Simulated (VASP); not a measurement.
**C: single point with PBE**

C:

```
C
1.0
     2.50353    0.00000    0.00000
    -1.25177    2.16812    0.00000
     0.00000    0.00000    8.38926
C
4
Direct
  0.00000 0.00000 0.25000
  0.00000 0.00000 0.75000
  0.33333 0.66667 0.25000
  0.66667 0.33333 0.75000
```

This cell differs from its parent crystal: biaxial strain in the a-b plane: +1.5 %.

- Program: VASP 6.6.1
- Task: single point
- Functional: PBE
- Potentials or basis: VASP PAW PBE potentials, release 64 (C)
- Cutoff: 520 eV
- k mesh: 24 × 24 × 6
- Occupations: gaussian, width 0.1 eV
- Spin: no spin polarisation

- Pressure: -8.9 GPa
- Band gap on the k mesh: zero (filled and empty bands touch)

Stress tensor (GPa, compression positive):
```
-13.30   0.00   0.00
  0.00 -13.30   0.00
  0.00   0.00   0.03
```

Levels at points of the mesh, in eV from the Fermi level:
| k point | band 5 | band 6 | band 7 | band 8 | band 9 | band 10 | band 11 | band 12 |
| --- | --- | --- | --- | --- | --- | --- | --- | --- |
| (0.00, 0.00, 0.00) | -3.06 | -3.06 | -3.06 | -3.06 | 3.29 | 6.74 | 8.01 | 8.01 |
| (0.50, 0.00, 0.00) | -6.30 | -6.29 | -2.36 | -2.19 | 1.56 | 1.78 | 6.90 | 6.96 |
| (0.00, 0.00, 0.50) | -3.06 | -3.06 | -3.06 | -3.06 | 4.62 | 4.62 | 8.02 | 8.02 |
| (0.50, 0.00, 0.50) | -6.29 | -6.29 | -2.27 | -2.27 | 1.65 | 1.65 | 6.93 | 6.93 |

Run time: 5.7 min on 1 thread of AMD EPYC 7571, on a shared host, peak memory 0.22 GiB.

Caveat: the cell differs from its parent crystal (biaxial strain in the a-b plane: +1.5 %); the cell stands under tension; this functional lacks dispersion, which binds the layers, so the pressure and a relaxed spacing across them are unreliable.
